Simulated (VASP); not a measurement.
A run of VASP 6.6.1 is set up as follows.

File INCAR:

```
SYSTEM = Be2C
PREC = Accurate
ENCUT = 600
EDIFF = 1E-6
ISMEAR = -1
SIGMA = 0.08
LREAL = .FALSE.
LASPH = .TRUE.
NELM = 120
ALGO = Normal
ISIF = 2
LWAVE = .FALSE.
LCHARG = .FALSE.
GGA = CA
NBANDS = 11
GGA_COMPAT = .FALSE.
```

The input KPOINTS:

```
regular mesh
0
G
  14 14 14
  0 0 0
```

File POSCAR:

```
Be2C
1.0
    0.0000000000      2.1341536118      2.1341536118
    2.1341536118      0.0000000000      2.1341536118
    2.1341536118      2.1341536118      0.0000000000
Be C
2 1
Direct
    0.2500000000      0.2500000000      0.2500000000
    0.7500000000      0.7500000000      0.7500000000
    0.0000000000      0.0000000000      0.0000000000
```

Potentials or basis: VASP PAW LDA potentials, release 64 (Be, C).

Launch:

```bash
$ cat potpaw_LDA.64/Be/POTCAR potpaw_LDA.64/C/POTCAR > POTCAR
$ mpirun -np 1 vasp_std > vasp.out
```

Estimate the pressure.

0.5 GPa.

What does it give for the band gap on the k mesh?

1.20 eV (least direct gap 4.10 eV).

A k mesh can miss the band edges.
